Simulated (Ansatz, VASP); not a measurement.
This is a calculation of CdS for VASP 6.6.1.

File POSCAR:

```
CdS
1.0
    0.0000000000      2.6970395763      2.6970395763
    2.6970395763      0.0000000000      2.6970395763
    2.6970395763      2.6970395763      0.0000000000
Cd S
1 1
Direct
    0.0000000000      0.0000000000      0.0000000000
    0.5000000000      0.5000000000      0.5000000000
```

INCAR.step1

```
SYSTEM = CdS
ALGO = Normal ; EDIFF = 1E-4
ENCUT = 520 ; GGA = PE
ISMEAR = -1 ; LASPH = .TRUE.
LCHARG = .FALSE. ; LREAL = .FALSE.
LWAVE = .TRUE. ; NBANDS = 16
NELM = 80 ; PREC = Accurate
SIGMA = 0.05
```

Contents of INCAR.step2:

```
SYSTEM = CdS
ALGO = Normal ; EDIFF = 1E-6
ENCUT = 520 ; ISIF = 2
ISMEAR = -1 ; ISTART = 1
LASPH = .TRUE. ; LCHARG = .FALSE.
LMIXTAU = .TRUE. ; LREAL = .FALSE.
LWAVE = .FALSE. ; METAGGA = R2SCAN
NBANDS = 16 ; NELM = 80
PREC = Accurate ; SIGMA = 0.05
```

The input KPOINTS:

```
k-points
0
G
  8 8 8
  0 0 0
```

Potentials or basis: VASP PAW PBE potentials, release 64 (Cd, S).

Launch:

```console
$ cat potpaw_PBE.64/Cd/POTCAR potpaw_PBE.64/S/POTCAR > POTCAR
$ cp INCAR.step1 INCAR
$ mpirun -np 1 vasp_std > vasp.out
$ cp INCAR.step2 INCAR
$ mpirun -np 1 vasp_std > vasp.out
```

Task: Translate it to Ansatz 0.2.0. Potentials there: Ansatz PAW.

Result: As run (the cutoff follows the program's own potentials):

input.yaml

```yaml
crystal:
  lattice:
    - [0.0, 2.6970395763, 2.6970395763]
    - [2.6970395763, 0.0, 2.6970395763]
    - [2.6970395763, 2.6970395763, 0.0]
  atoms:
    - { symbol: Cd, position: [0.0, 0.0, 0.0] }
    - { symbol: S, position: [0.5, 0.5, 0.5] }
hamiltonian:
  xc: r2scan
  pseudopotentials: { kind: paw }
kpoints:
  mp_grid: { grid: [8, 8, 8] }
scf:
  occupations: { method: fermi_dirac, width: 0.05 }
output:
  forces: true
  stress: true
  eigenvalues: true
```

Potentials or basis: Ansatz PAW.

The run is started by

```sh
$ ansatz run input.yaml --threads 2 --pin off --max-ram 5632MiB --backend cpu --events-out ev --progress --plain --runs-dir out
```

Both were run:

|  | VASP | Ansatz | Ansatz less VASP |
| --- | --- | --- | --- |
| gap on the k mesh at the Fermi level (eV) | 0.73 | 0.75 | +0.019 |
| least direct gap on the mesh (eV) | 2.60 | 2.63 | +0.037 |
| pressure (GPa) | 3.5 | 2.9 | -0.55 |

VASP's potentials were made for PBE, not for r2SCAN. VASP's potentials hold 18 valence electrons a cell and Ansatz's 26, so a difference there can come from the potentials and not from the codes.
